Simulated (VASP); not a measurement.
BN: single point with LDA

The system is BN.

```
B N
1.0
     0.00000    3.42396    2.12187
     1.22608    0.00000    2.12187
     1.22608    3.42396    0.00000
B N
1 1
Direct
  0.00005 0.00005 0.99995
  0.66667 0.66667 0.33333
```

```json
{"Program": "VASP 6.6.1", "Task": "single point", "Functional": "LDA", "Potentials or basis": "VASP PAW LDA potentials, release 64 (B, N)", "Cutoff": "520 eV", "k mesh": "10 × 10 × 10", "Occupations": "gaussian, width 0.01 eV", "Spin": "no spin polarisation"}
```

The pressure is 11.8 GPa. The largest force is 0.017 eV/Å and the band gap on the k mesh is 3.72 eV, indirect (least direct gap 4.75 eV).

Forces in eV/Å, atoms in the order of the input:
```
B    0.000  0.000  0.017
N    0.000  0.000 -0.017
```

Stress tensor (GPa, compression positive):
```
18.17  0.00  0.00
 0.00 -1.09  0.00
 0.00  0.00 18.21
```

Levels at points of the mesh, in eV from the valence-band top:
```
           k point  band 2  band 3  band 4  band 5  band 6  band 7
(0.00, 0.00, 0.00)   -4.72   -1.32   -1.31    4.62   11.95   12.02
(0.50, 0.00, 0.00)   -9.16   -4.29   -1.05    4.60   10.49   13.40
(0.50, 0.50, 0.00)   -9.26   -4.28   -0.49    5.91    9.92   12.17
(0.50, 0.00, 0.50)   -6.58   -1.33   -1.31    9.67   11.90   11.99
(0.00, 0.50, 0.50)   -9.05   -4.33   -1.56    3.72   10.59   14.62
```

It took 50 s on 1 thread of AMD EPYC 7R43 64-Core Processor (Zen 3), with other jobs on the host, peak memory 0.11 GiB.

A k mesh can miss the band edges.
